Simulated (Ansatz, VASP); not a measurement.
One calculation of ZnSe, two programs

```xyz
2
Lattice="0.0000 2.6667 3.2000 2.6667 0.0000 3.2000 2.6667 2.6667 0.0000" Properties=species:S:1:pos:R:3 pbc="T T T"
Zn    0.0000    0.0000    0.0000
Se    4.0001    4.0001    4.8001
```

Alike in both runs: task single point; functional r2SCAN; k mesh 10 × 10 × 10; occupations gaussian, width 0.05 eV; no spin polarisation.

|  | VASP | Ansatz |
| --- | --- | --- |
| version | VASP 6.6.1 | Ansatz 0.2.0 |
| potentials or method | VASP PAW PBE potentials, release 64 (Zn, Se), cutoff 520 eV | scalar-relativistic, plane waves, PAW |
| valence electrons in the cell | 18 | 28 |

|  | VASP | Ansatz | Ansatz less VASP |
| --- | --- | --- | --- |
| gap on the k mesh at the Fermi level (eV) | 1.36 | 1.36 | -0.002 |
| least direct gap on the mesh (eV) | 1.36 | 1.36 | -0.002 |
| pressure (GPa) | -0.5 | -0.6 | -0.10 |
| traceless stress, the component that is largest in VASP (GPa) | -6.37 | -6.33 | +0.036 |

VASP's potentials were made for PBE, not for r2SCAN. VASP's potentials hold 18 valence electrons a cell and Ansatz's 28, so a difference there can come from the potentials and not from the codes.
